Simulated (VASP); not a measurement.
# LiH5 (Amm2) in VASP: further runs, part 2 of 2

VASP 6.6.1. Earlier steps stand in the parts before.

### Step 3. Relaxation of cell and atoms, PBE

Contents of INCAR:

```
PREC = Accurate ; ENCUT = 750
EDIFF = 1E-7 ; ISMEAR = 0
SIGMA = 0.1 ; LREAL = False
LASPH = True ; NELM = 120
ALGO = Normal ; ISIF = 3
LWAVE = False ; LCHARG = False
GGA = PE ; IBRION = 2
NSW = 90 ; EDIFFG = -0.04
GGA_COMPAT = False ; NELMIN = 4
```

Contents of KPOINTS:

```
Automatic mesh
0
Gamma
  4 6 6
```

Contents of POSCAR:

```
LiH5
1.0
    7.4657506000      0.0000000000      0.0000000000
    0.0000000000      2.3554272900      1.6615168800
    0.0000000000     -2.3554272900      1.6615168800
Li H
1 5
Direct
    0.5000000000      0.6348412100      0.6348412100
    0.1059716100      0.1093144300      0.5883037700
    0.8940283900      0.5883037700      0.1093144300
    0.1059716100      0.5883037700      0.1093144300
    0.8940283900      0.1093144300      0.5883037700
    0.0000000000      0.7028094300      0.7028094300
```

Potentials or basis: VASP PAW PBE potentials, release 64 (Li_sv, H).

On the command line:

```
$ cat potpaw_PBE.64/Li_sv/POTCAR potpaw_PBE.64/H/POTCAR > POTCAR
$ mpirun -np 1 vasp_std > vasp.out
```

OUTCAR:

```text
PREC = Accurate
   ENCUT = 750
   EDIFF = 1E-7
   ISMEAR = 0
   LREAL = False
   LASPH = True
   NELM = 120
   ISIF = 3
   GGA = PE
   IBRION = 2
   NSW = 90
   EDIFFG = -0.04
   NELMIN = 4

 ion  position               nearest neighbor table
   1  0.500  0.635  0.635-
   2  0.106  0.109  0.588-
   3  0.894  0.588  0.109-
   4  0.106  0.588  0.109-
   5  0.894  0.109  0.588-
   6  0.000  0.703  0.703-

  LATTYP: Found a base centered orthorhombic cell.
 ALAT       =     3.3230337600
 B/A-ratio  =     1.4176366899
 C/A-ratio  =     2.2466670937

  Lattice vectors:

 A1 = (   0.0000000000,   2.3554272900,   1.6615168800)
 A2 = (   0.0000000000,  -2.3554272900,   1.6615168800)
 A3 = (   7.4657506000,   0.0000000000,   0.0000000000)

Analysis of symmetry for initial positions (statically):
=====================================================================
 Subroutine PRICEL returns:
 Original cell was already a primitive cell.

 Routine SETGRP: Setting up the symmetry group for a
 base centered orthorhombic supercell.

 Subroutine GETGRP returns: Found  4 space group operations
 (whereof  4 operations were pure point group operations)
 out of a pool of  8 trial point group operations.

The static configuration has the point symmetry C_2v.

Analysis of symmetry for dynamics (positions and initial velocities):
=====================================================================
 Subroutine PRICEL returns:
 Original cell was already a primitive cell.

 Routine SETGRP: Setting up the symmetry group for a
 base centered orthorhombic supercell.

 Subroutine GETGRP returns: Found  4 space group operations
 (whereof  4 operations were pure point group operations)
 out of a pool of  8 trial point group operations.

The dynamic configuration has the point symmetry C_2v.

 Subroutine INISYM returns: Found  4 space group operations
 (whereof  4 operations are pure point group operations),
 and found     1 'primitive' translations

[... 123 lines left out ...]
  volume/ion in A,a.u.               =       9.74        65.72
  Fermi-wavevector in a.u.,A,eV,Ry     =   0.843747  1.594450  9.686107  0.711909
  Thomas-Fermi vector in A             =   1.958664
   LORBIT       =      0    0 simple, 1 ext, 2 COOP (PROOUT), +10 PAW based schemes
   GGA     = PE    functional components
   LHFCALC =     F    Hartree Fock is set to
   AEXX    =    0.0000 exact exchange contribution
   IVDW    =     0    specifies the selected vdW correction
   LEPSILON=     F    determine dielectric tensor
   LRPA    =     F    only Hartree local field effects (RPA)
 conjugate gradient relaxation of ions
 non-spin polarized calculation
 Gauss-broadening in eV      SIGMA  =   0.10
  energy-cutoff  :      750.00
  volume of cell :       58.44
 maximum number of plane-waves:      2769
 NGX is ok and might be reduce to    70
   NGX = 33   NGY = 13   NGZ = 13

--------------------------------------- Ionic step        1  -------------------------------------------

 number of electron       8.0000003 magnetization

 Free energy of the ion-electron system (eV)
  ---------------------------------------------------
  ext. energy  EPLUGINS =         0.00000000
  ---------------------------------------------------
  free energy    TOTEN  =       -12.29518319 eV

  energy without entropy =      -12.28734229  energy(sigma->0) =      -12.29126274

------------------------ aborting loop because EDIFF is reached ----------------------------------------

  FORCE on cell =-STRESS in cart. coord.  units (eV):
  Direction    XX          YY          ZZ          XY          YZ          ZX
  --------------------------------------------------------------------------------------
  -------------------------------------------------------------------------------------
  Total       -3.2433238     -2.2110833     -4.0933141      0.0000000      0.0000000      0.0000000
  in kB      -88.9248113    -60.6230449   -112.2296783      0.0000000      0.0000000      0.0000000
  external PRESSURE =     -87.2591782 kB  Pullay stress =       0.0000000 kB
[... 640 lines left out ...]
 k-point    24 :       0.5000   -0.3333    0.1667
  band No.  band energies     occupation
      1     -44.8805      2.00000
      2      -7.8675      2.00000
      3      -7.0891      2.00000
      4      -0.9522      2.00000
      5       5.1229      0.00000
      6      11.3456      0.00000
      7      11.9633      0.00000
      8      13.5556      0.00000

 [... further k-points ...]

[... ionic steps 4 to 39 ...]

--------------------------------------- Ionic step       40  -------------------------------------------

 number of electron       7.9999993 magnetization

------------------------ aborting loop because EDIFF is reached ----------------------------------------
[... 75 lines left out ...]
--------------------------------------- Ionic step       42  -------------------------------------------

 number of electron       7.9999998 magnetization

 Free energy of the ion-electron system (eV)
  ---------------------------------------------------
  ext. energy  EPLUGINS =         0.00000000
  ---------------------------------------------------
  free energy    TOTEN  =       -16.00914745 eV

  energy without entropy =      -16.00475529  energy(sigma->0) =      -16.00695137

 E-fermi :   1.6976     XC(G=0):  -9.0827

 val. band max:        1.6395065950   @ k =   0.2500   0.5000  -0.0000
 cond. band min:       1.7292852655   @ k =   0.2500   0.3333   0.1667
 fundamental gap:      0.0897786705
 Fermi energy:         1.6976298131
[... 297 lines left out ...]
  FREE ENERGIE OF THE ION-ELECTRON SYSTEM (eV)
  ---------------------------------------------------
  free  energy   TOTEN  =       -16.0091474459 eV

  energy  without entropy=      -16.0047552932  energy(sigma->0) =      -16.00695137

 reached required accuracy - stopping structural energy minimisation
```

OSZICAR:

```text
N       E                     dE             d eps       ncg     rms          rms(c)
DAV:   1     0.636058251788E+01    0.63606E+01   -0.43611E+03   624   0.110E+03
DAV:   2    -0.114476709550E+02   -0.17808E+02   -0.17625E+02  1008   0.870E+01
DAV:   3    -0.124230312905E+02   -0.97536E+00   -0.97479E+00   840   0.296E+01
DAV:   4    -0.124807713242E+02   -0.57740E-01   -0.57736E-01   952   0.391E+00
[... 404 lines left out ...]
DAV:   2    -0.160089957605E+02   -0.20752E-02   -0.21199E-02   752   0.159E+00    0.145E-01
DAV:   3    -0.160091450697E+02   -0.14931E-03   -0.31694E-04   920   0.175E-01    0.160E-02
DAV:   4    -0.160091469789E+02   -0.19093E-05   -0.91822E-06   808   0.277E-02    0.543E-03
DAV:   5    -0.160091474087E+02   -0.42973E-06   -0.80192E-07   808   0.782E-03    0.226E-03
DAV:   6    -0.160091474459E+02   -0.37273E-07   -0.24154E-07   736   0.358E-03
  42 F= -.16009147E+02 E0= -.16006951E+02  d E =-.486762E-02
```

CONTCAR:

```text
LiH5
   1.00000000000000
     3.8352891355243188    0.0000000000000000    0.0000000000000000
     0.0000000000000000    3.7545449877762347    1.0932038404826447
     0.0000000000000000   -3.7545449877762347    1.0932038404826447
  Li              H
     1     5
Direct
     0.5000000000000000    0.3445888208199072    0.3445888208199072
     0.2427669587252177    0.1235287777827899    0.6368388660355329
     0.7572330412747820    0.6368388660355329    0.1235287777827899
     0.2427669587252177    0.6368388660355331    0.1235287777827898
     0.7572330412747821    0.1235287777827899    0.6368388660355331
     1.0000000000000000    0.8675629315434482    0.8675629315434482

  0.00000000E+00  0.00000000E+00  0.00000000E+00
  0.00000000E+00  0.00000000E+00  0.00000000E+00
  0.00000000E+00  0.00000000E+00  0.00000000E+00
  0.00000000E+00  0.00000000E+00  0.00000000E+00
  0.00000000E+00  0.00000000E+00  0.00000000E+00
  0.00000000E+00  0.00000000E+00  0.00000000E+00
```

It took 8.2 min on 1 thread of AMD EPYC 9R45 (Zen 5), shared host; peak memory 0.2 GiB.

What came out:

- Free energy: -16.0091 eV
- Relaxed volume: 5.25 Å³/atom
- Relaxed cell: a = 3.835 Å, b = 3.910 Å, c = 3.910 Å, α = 147.53°, β = 90.00°, γ = 90.00°
- Space group after relaxing (to 0.1 Å): Amm2 (No. 38)
- Energy gained by relaxing: 619.0 meV/atom
- Ionic steps: 42
- Pressure after relaxing: -0.4 GPa
- Largest force after relaxing: 0.037 eV/Å
- Band gap on the k mesh: zero (bands 4 and 5 overlap by 2.64 eV)

Forces in eV/Å, atoms in the order of the input:
```
Li   0.000  0.000  0.037
H    0.003 -0.031 -0.006
H   -0.003  0.031 -0.006
H    0.003  0.031 -0.006
H   -0.003 -0.031 -0.006
H    0.000  0.000 -0.014
```

Stress tensor (GPa, compression positive):
```
-0.20  0.00  0.00
 0.00  0.03  0.00
 0.00  0.00 -0.96
```

Step by step:
```tsv
step	energy change (eV)	largest force (eV/Å)	pressure (GPa)	volume (Å³)
1	0.0000	0.8848	-8.73	58.44
3	-1.3552	0.8199	-0.82	42.22
5	-1.3445	0.9242	1.89	39.34
7	-1.3775	1.0125	5.56	36.96
9	-1.9197	0.9671	6.09	34.02
11	-2.5749	0.6843	-4.57	35.88
13	-2.8996	0.4657	-3.79	33.86
15	-3.2067	0.3599	2.01	29.36
17	-3.2874	0.3258	0.81	29.01
19	-3.2981	0.3431	0.45	28.97
21	-3.4296	0.1979	0.81	29.39
23	-3.4890	0.1444	1.85	29.54
25	-3.5320	0.1581	-0.63	32.66
27	-3.5585	0.0741	-1.97	32.79
29	-3.5829	0.0523	-0.90	32.09
31	-3.6420	0.0973	1.18	30.46
33	-3.6768	0.1143	3.32	29.34
35	-3.6921	0.1216	2.16	29.91
37	-3.6930	0.1407	1.70	30.21
39	-3.7041	0.1112	1.01	30.57
41	-3.7115	0.0691	-0.31	31.43
42	-3.7140	0.0369	-0.38	31.48
```

Final structure:
```xyz
6
Lattice="3.8353 0.0000 0.0000 0.0000 3.7545 1.0932 0.0000 -3.7545 1.0932" Properties=species:S:1:pos:R:3 pbc="T T T"
Li    1.9176    0.0000    0.7534
H     0.9311   -1.9272    0.8312
H     2.9042    1.9272    0.8312
H     0.9311    1.9272    0.8312
H     2.9042   -1.9272    0.8312
H     3.8353    0.0000    1.8968
```

Caveat: the k points lie up to 0.50 Å⁻¹ apart in the final cell, too coarse for converged energies and pressures of a metal; the volume moved by over 15 % at a fixed basis, so the end points are rough.

The gap in the log of VASP goes by the Fermi energy; the results here count the filled bands.